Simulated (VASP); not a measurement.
# Ge: single point with PBE

Crystal: Ge.

```xyz
2
Lattice="3.0015 0.0000 0.0000 -1.5008 2.5994 0.0000 0.0000 0.0000 4.9394" Properties=species:S:1:pos:R:3 pbc="T T T"
Ge    0.0000    1.7329    1.2348
Ge    1.5008    0.8665    3.7045
```

| Item | Value |
| --- | --- |
| Program | VASP 6.6.1 |
| Task | single point |
| Functional | PBE |
| Potentials or basis | VASP PAW PBE potentials, release 64 (Ge_d) |
| Cutoff | 520 eV |
| k mesh | 16 × 16 × 9 |
| Occupations | fermi-dirac, width 0.05 eV |
| Spin | non-collinear spin, zero start, spin-orbit coupling |
| Starting moments | [[0.0, 0.0, 0.0], [0.0, 0.0, 0.0]] μB |

| Property | Result |
| --- | --- |
| Pressure | -0.1 GPa |
| Net moment | 0.00 μB per cell |
| Valence electrons inside the program's atomic spheres | Ge 12.17 |

Moments on the atoms (μB; x, y, z):
```
Ge  0.00 0.00 0.00
Ge  0.00 0.00 0.00
```

Wall time 2.5 min on 1 thread of Intel(R) Xeon(R) 6975P-C (Granite Rapids) (shared host), peak memory 0.45 GiB.
